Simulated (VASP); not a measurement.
# GaGe3 (Pm-3m) in VASP: notebook

The runs below take GaGe3 through single point, with PBEsol.

Everything below comes from runs of VASP 6.6.1. Logs are shortened: lines on timing, memory, paths and dates and some standing lists are left out, and cuts for length are marked.

### 1 The cell of the first run

It takes space group Pm-3m (No. 221, cubic). Conventional cell: a = 4.278 Å, b = 4.278 Å, c = 4.278 Å, α = 90.00°, β = 90.00°, γ = 90.00°. Within 4.0 Å of Ge (site symmetry 4/mmm) lie 8 Ge at 3.03 Å and 4 Ga at 3.03 Å. Ga (site symmetry m-3m) has 12 Ge at 3.03 Å within 4.0 Å.

### 2 Single point, PBEsol

File INCAR:

```
PREC = Accurate
ENCUT = 520
EDIFF = 1E-7
ISMEAR = -1
SIGMA = 0.05
LREAL = F
LASPH = T
NELM = 60
ALGO = Normal
ISIF = 2
LWAVE = F
LCHARG = F
GGA = PS
NBANDS = 36
```

File KPOINTS:

```
Automatic mesh
0
Gamma
  6 6 6
```

File POSCAR:

```
GaGe3
1.0
    4.2784660000      0.0000000000      0.0000000000
    0.0000000000      4.2784660000      0.0000000000
    0.0000000000      0.0000000000      4.2784660000
Ge Ga
3 1
Direct
    0.5000000000      0.5000000000      0.0000000000
    0.5000000000      0.0000000000      0.5000000000
    0.0000000000      0.5000000000      0.5000000000
    0.0000000000      0.0000000000      0.0000000000
```

Potentials or basis: VASP PAW PBE potentials, release 64 (Ge_d, Ga_d).

Command:

```sh
> cat potpaw_PBE.64/Ge_d/POTCAR potpaw_PBE.64/Ga_d/POTCAR > POTCAR
> mpirun -np 1 vasp_std > vasp.out
```

OUTCAR:

```text
PREC = Accurate
   ENCUT = 520
   EDIFF = 1E-7
   ISMEAR = -1
   LREAL = F
   LASPH = T
   NELM = 60
   ISIF = 2
   GGA = PS

 ion  position               nearest neighbor table
   1  0.500  0.500  0.000-
   2  0.500  0.000  0.500-
   3  0.000  0.500  0.500-
   4  0.000  0.000  0.000-

  LATTYP: Found a simple cubic cell.
 ALAT       =     4.2784660000

  Lattice vectors:

 A1 = (   4.2784660000,   0.0000000000,   0.0000000000)
 A2 = (   0.0000000000,   4.2784660000,   0.0000000000)
 A3 = (   0.0000000000,   0.0000000000,   4.2784660000)

Analysis of symmetry for initial positions (statically):
=====================================================================
 Subroutine PRICEL returns:
 Original cell was already a primitive cell.

 Routine SETGRP: Setting up the symmetry group for a
 simple cubic supercell.

 Subroutine GETGRP returns: Found 48 space group operations
 (whereof 48 operations were pure point group operations)
 out of a pool of 48 trial point group operations.

The static configuration has the point symmetry O_h .

Analysis of symmetry for dynamics (positions and initial velocities):
=====================================================================
 Subroutine PRICEL returns:
 Original cell was already a primitive cell.

 Routine SETGRP: Setting up the symmetry group for a
 simple cubic supercell.

 Subroutine GETGRP returns: Found 48 space group operations
 (whereof 48 operations were pure point group operations)
 out of a pool of 48 trial point group operations.

The dynamic configuration has the point symmetry O_h .

 Subroutine INISYM returns: Found 48 space group operations
 (whereof 48 operations are pure point group operations),
 and found     1 'primitive' translations

----------------------------------------------------------------------------------------

                                     Primitive cell

  volume of cell :      78.3185

  direct lattice vectors                    reciprocal lattice vectors
     4.278466000  0.000000000  0.000000000     0.233728631  0.000000000  0.000000000
     0.000000000  4.278466000  0.000000000     0.000000000  0.233728631  0.000000000
     0.000000000  0.000000000  4.278466000     0.000000000  0.000000000  0.233728631

  length of vectors
     4.278466000  4.278466000  4.278466000     0.233728631  0.233728631  0.233728631

  position of ions in fractional coordinates (direct lattice)
     0.500000000  0.500000000  0.000000000
     0.500000000  0.000000000  0.500000000
     0.000000000  0.500000000  0.500000000
     0.000000000  0.000000000  0.000000000

  ion indices of the primitive-cell ions
   primitive index   ion index
                 1           1
                 2           2
                 3           3
                 4           4

----------------------------------------------------------------------------------------

 KPOINTS: Automatic mesh

Automatic generation of k-mesh.
 Grid dimensions read from file:
 generate k-points for:    6    6    6

 Generating k-lattice:

  Cartesian coordinates                     Fractional coordinates (reciprocal lattice)
     0.038954772  0.000000000  0.000000000     0.166666667  0.000000000  0.000000000
     0.000000000  0.038954772  0.000000000     0.000000000  0.166666667  0.000000000
     0.000000000  0.000000000  0.038954772     0.000000000  0.000000000  0.166666667

  Length of vectors
     0.038954772  0.038954772  0.038954772

  Shift w.r.t. Gamma in fractional coordinates (k-lattice)
     0.000000000  0.000000000  0.000000000

 Subroutine IBZKPT returns following result:
 ===========================================

 Found     20 irreducible k-points:

 Following reciprocal coordinates:
            Coordinates               Weight
  0.000000  0.000000  0.000000      1.000000
  0.166667  0.000000  0.000000      6.000000
  0.333333  0.000000  0.000000      6.000000
  0.500000  0.000000  0.000000      3.000000
  0.166667  0.166667  0.000000     12.000000
  0.333333  0.166667  0.000000     24.000000
[... 12 lines left out ...]
  0.500000  0.500000  0.333333      6.000000
  0.500000  0.500000  0.500000      1.000000
   k-points           NKPTS =     20   k-points in BZ     NKDIM =     20   number of bands    NBANDS=     36
   number of dos      NEDOS =    301   number of ions     NIONS =      4
   total plane-waves  NPLWV =  32768
   dimension x,y,z NGX =    32 NGY =   32 NGZ =   32
   dimension x,y,z NGXF=    64 NGYF=   64 NGZF=   64
   ions per type =               3   1
   NGX,Y,Z   is equivalent  to a cutoff of  12.43, 12.43, 12.43 a.u.
   NGXF,Y,Z  is equivalent  to a cutoff of  24.87, 24.87, 24.87 a.u.
 SYSTEM =  unknown system
   PREC   = accura    normal or accurate (medium, high low for compatibility)
   ISTART =      0    job   : 0-new  1-cont  2-samecut
   ICHARG =      2    charge: 1-file 2-atom 10-const
   ISPIN  =      1    spin polarized calculation?
   LNONCOLLINEAR =      F non collinear calculations
   LSORBIT =      F    spin-orbit coupling
   LASPH  =      T    aspherical Exc in radial PAW
   ENCUT  =  520.0 eV  38.22 Ry    6.18 a.u.   7.96  7.96  7.96*2*pi/ulx,y,z
   NELM   =     60;   NELMIN=  2; NELMDL= -5     # of ELM steps
   EDIFF  = 0.1E-06   stopping-criterion for ELM
   LREAL  =      F    real-space projection
   EDIFFG = 0.1E-05   stopping-criterion for IOM
   NSW    =      0    number of steps for IOM
   IBRION =     -1    ionic relax: 0-MD 1-quasi-New 2-CG
   NFREE  =      0    steps in history (QN), initial steepest desc. (CG)
   ISIF   =      2    stress and relaxation
   ISYM   =      2    0-nonsym 1-usesym 2-fastsym
   POTIM  = 0.5000    time-step for ionic-motion
   TEBEG  =    0.0;   TEEND  =   0.0 temperature during run
   PSTRESS=    0.0 pullay stress
   NELECT =      55.0000    total number of electrons
   NUPDOWN=      -1.0000    fix difference up-down
   EMIN   =  10.00;   EMAX   =-10.00  energy-range for DOS
   EFERMI =   0.00;   METHOD = LEGACY
   ISMEAR =    -1;   SIGMA  =   0.05  broadening in eV -4-tet -1-fermi 0-gaus
   EFERMI_NEDOS =   21; number of points for ismear=-14 and -15
   IALGO  =     38    algorithm
   IMIX   =      4    mixing-type and parameters
     AMIX     =   0.40;   BMIX     =  1.00
     AMIX_MAG =   1.60;   BMIX_MAG =  1.00
  volume/ion in A,a.u.               =      19.58       132.13
  Fermi-wavevector in a.u.,A,eV,Ry     =   1.455150  2.749834 28.809797  2.117460
  Thomas-Fermi vector in A             =   2.572218
   LORBIT       =      0    0 simple, 1 ext, 2 COOP (PROOUT), +10 PAW based schemes
   GGA     = PS    functional components
   LHFCALC =     F    Hartree Fock is set to
   AEXX    =    0.0000 exact exchange contribution
   IVDW    =     0    specifies the selected vdW correction
   LEPSILON=     F    determine dielectric tensor
   LRPA    =     F    only Hartree local field effects (RPA)
 non-spin polarized calculation
  energy-cutoff  :      520.00
  volume of cell :       78.32
 maximum number of plane-waves:      2176
 NGX is ok and might be reduce to    32
   NGX = 15   NGY = 15   NGZ = 15

 number of electron      54.9999920 magnetization

 Free energy of the ion-electron system (eV)
  ---------------------------------------------------
  ext. energy  EPLUGINS =         0.00000000
  ---------------------------------------------------
  free energy    TOTEN  =       -17.20753233 eV

  energy without entropy =      -17.18495727  energy(sigma->0) =      -17.19624480

 E-fermi :   5.9917     XC(G=0): -11.1802

 val. band max:        5.9729079531   @ k =   0.3333   0.0000   0.0000
 cond. band min:       6.0367016529   @ k =   0.5000   0.5000   0.0000
 fundamental gap:      0.0637936997
 Fermi energy:         5.9917199052

 k-point     1 :       0.0000    0.0000    0.0000
  band No.  band energies     occupation
      1     -18.7143      2.00000
      2     -18.7143      2.00000
      3     -18.7143      2.00000
      4     -18.7040      2.00000
      5     -18.6702      2.00000
      6     -18.6702      2.00000
[... 28 lines left out ...]
     35      12.6194      0.00000
     36      13.0037      0.00000

 k-point     2 :       0.1667    0.0000    0.0000
  band No.  band energies     occupation
      1     -18.7131      2.00000
      2     -18.7063      2.00000
      3     -18.7063      2.00000
      4     -18.6989      2.00000
      5     -18.6695      2.00000
      6     -18.6656      2.00000
[... 28 lines left out ...]
     35      13.2138      0.00000
     36      14.0661      0.00000

 k-point     3 :       0.3333    0.0000    0.0000
  band No.  band energies     occupation
      1     -18.7107      2.00000
      2     -18.6861      2.00000
      3     -18.6844      2.00000
      4     -18.6844      2.00000
      5     -18.6679      2.00000
      6     -18.6541      2.00000
[... 28 lines left out ...]
     35      12.8347      0.00000
     36      12.8347      0.00000

 k-point     4 :       0.5000    0.0000    0.0000
  band No.  band energies     occupation
      1     -18.7094      2.00000
      2     -18.6772      2.00000
      3     -18.6658      2.00000
      4     -18.6605      2.00000
      5     -18.6605      2.00000
      6     -18.6488      2.00000
[... 28 lines left out ...]
     35      11.7652      0.00000
     36      11.7652      0.00000

 k-point     5 :       0.1667    0.1667    0.0000
  band No.  band energies     occupation
      1     -18.7073      2.00000
      2     -18.7031      2.00000
      3     -18.7020      2.00000
      4     -18.6926      2.00000
      5     -18.6671      2.00000
      6     -18.6624      2.00000
[... 499 lines left out ...]
 k-point    18 :       0.5000    0.3333    0.3333
  band No.  band energies     occupation
      1     -18.6854      2.00000
      2     -18.6781      2.00000
      3     -18.6778      2.00000
      4     -18.6751      2.00000
      5     -18.6740      2.00000
      6     -18.6728      2.00000
[... 28 lines left out ...]
     35      13.1137      0.00000
     36      13.4908      0.00000

 k-point    19 :       0.5000    0.5000    0.3333
  band No.  band energies     occupation
      1     -18.6811      2.00000
      2     -18.6811      2.00000
      3     -18.6798      2.00000
      4     -18.6772      2.00000
      5     -18.6752      2.00000
      6     -18.6752      2.00000
[... 28 lines left out ...]
     35      14.0098      0.00000
     36      14.0098      0.00000

 k-point    20 :       0.5000    0.5000    0.5000
  band No.  band energies     occupation
      1     -18.6829      2.00000
      2     -18.6829      2.00000
      3     -18.6829      2.00000
      4     -18.6805      2.00000
      5     -18.6781      2.00000
      6     -18.6781      2.00000
[... 28 lines left out ...]
     35      14.4906      0.00000
     36      14.4906      0.00000

------------------------ aborting loop because EDIFF is reached ----------------------------------------

  FORCE on cell =-STRESS in cart. coord.  units (eV):
  Direction    XX          YY          ZZ          XY          YZ          ZX
  --------------------------------------------------------------------------------------
  -------------------------------------------------------------------------------------
  Total       -1.6591805     -1.6591805     -1.6591805      0.0000000      0.0000000      0.0000000
  in kB      -33.9421983    -33.9421983    -33.9421983      0.0000000      0.0000000      0.0000000
  external PRESSURE =     -33.9421983 kB  Pullay stress =       0.0000000 kB

 VOLUME and BASIS-vectors are now :
 -----------------------------------------------------------------------------
  energy-cutoff  :      520.00
  volume of cell :       78.32
      direct lattice vectors                 reciprocal lattice vectors
     4.278466000  0.000000000  0.000000000     0.233728631  0.000000000  0.000000000
     0.000000000  4.278466000  0.000000000     0.000000000  0.233728631  0.000000000
     0.000000000  0.000000000  4.278466000     0.000000000  0.000000000  0.233728631

 POSITION                                       TOTAL-FORCE (eV/Angst)
 -----------------------------------------------------------------------------------
      2.13923      2.13923      0.00000         0.000000      0.000000      0.000000
      2.13923      0.00000      2.13923         0.000000      0.000000      0.000000
      0.00000      2.13923      2.13923         0.000000      0.000000      0.000000
      0.00000      0.00000      0.00000         0.000000      0.000000      0.000000
 -----------------------------------------------------------------------------------
    total drift:                                0.000000     -0.000000     -0.000000

  FREE ENERGIE OF THE ION-ELECTRON SYSTEM (eV)
  ---------------------------------------------------
  free  energy   TOTEN  =       -17.2075323325 eV

  energy  without entropy=      -17.1849572727  energy(sigma->0) =      -17.19624480
```

Run time: 20 s. Hardware: 1 thread of AMD EPYC 9R45 (Zen 5), shared host; peak memory 0.17 GiB.

What came out:

| Property | Result |
| --- | --- |
| Free energy | -17.2075 eV |
| Pressure | -3.4 GPa |

Levels at points of the mesh, in eV from the Fermi level:
| k point | band 24 | band 25 | band 26 | band 27 | band 28 | band 29 | band 30 | band 31 | band 32 | band 33 |
| --- | --- | --- | --- | --- | --- | --- | --- | --- | --- | --- |
| (0.00, 0.00, 0.00) | -3.78 | -3.78 | -3.78 | -3.34 | 2.60 | 2.60 | 2.60 | 3.52 | 3.52 | 3.52 |
| (0.50, 0.00, 0.00) | -3.34 | -1.92 | -1.92 | -1.32 | -1.32 | -0.04 | 0.20 | 4.38 | 4.54 | 4.66 |
| (0.50, 0.50, 0.00) | -7.14 | -0.75 | -0.19 | -0.19 | 0.04 | 0.24 | 0.24 | 0.66 | 1.59 | 6.16 |
| (0.50, 0.50, 0.50) | -5.38 | -5.22 | -4.89 | -4.89 | -4.89 | 6.60 | 6.60 | 6.67 | 6.67 | 6.67 |

Caveat: the PAW data sets were made with another functional, which shifts forces and pressure a little.

(Part 1 of 2 ends here.)
